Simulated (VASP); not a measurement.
Wanted: the native input for a VASP 6.6.1 run.

```yaml
Task: single point
Functional: LDA
Potentials_or_basis: VASP PAW LDA potentials, release 64 (Mn_pv, O)
Cutoff: 520 eV
k_mesh: 10 × 10 × 10
Occupations: fermi-dirac, width 0.05 eV
Spin: collinear spin, ferromagnetic start
Starting_moments: "[4.0, 0.0] μB"
Dipole_correction: no
Further_INCAR_settings: ALGO = Normal; EDIFF = 1e-06; NBANDS = 20
```

The structure of MnO lies in POSCAR:

```
MnO
1.0
    0.0000000000      2.2239077028      2.2239077028
    2.2239077028      0.0000000000      2.2239077028
    2.2239077028      2.2239077028      0.0000000000
Mn O
1 1
Direct
    0.0000000000      0.0000000000      0.0000000000
    0.5000000000      0.5000000000      0.5000000000
```

One way to write it, as run:

INCAR

```
SYSTEM = MnO
ALGO = Normal
EDIFF = 1E-6
ENCUT = 520
GGA = CA
ISIF = 2
ISMEAR = -1
ISPIN = 2
LASPH = .True.
LCHARG = .True.
LELF = .True.
LMAXMIX = 4
LORBIT = 11
LREAL = .False.
LVHAR = .True.
LWAVE = .False.
MAGMOM = 4 0
NBANDS = 20
NELM = 150
PREC = Accurate
SIGMA = 0.05
```

KPOINTS

```
k-points
0
Gamma
  10 10 10
  0 0 0
```

Potentials or basis: VASP PAW LDA potentials, release 64 (Mn_pv, O).

The run is started by

```sh
$ cat potpaw_LDA.64/Mn_pv/POTCAR potpaw_LDA.64/O/POTCAR > POTCAR
$ mpirun -np 1 vasp_std > vasp.out
```

It gave:

| Quantity | Value |
| --- | --- |
| Pressure | -17.8 GPa |
| Net moment | 4.52 μB per cell |
| Site moments | Mn +4.11; O +0.18 μB |
| Valence electrons inside the program's atomic spheres | Mn 11.38; O 4.92 |

Caveat: the cell stands under tension; a cell with one magnetic atom can't hold antiferromagnetic order, which such compounds often take.

Wall time 13 s on 1 thread of Intel(R) Xeon(R) 6975P-C (Granite Rapids), on a shared host, peak memory 0.15 GiB.
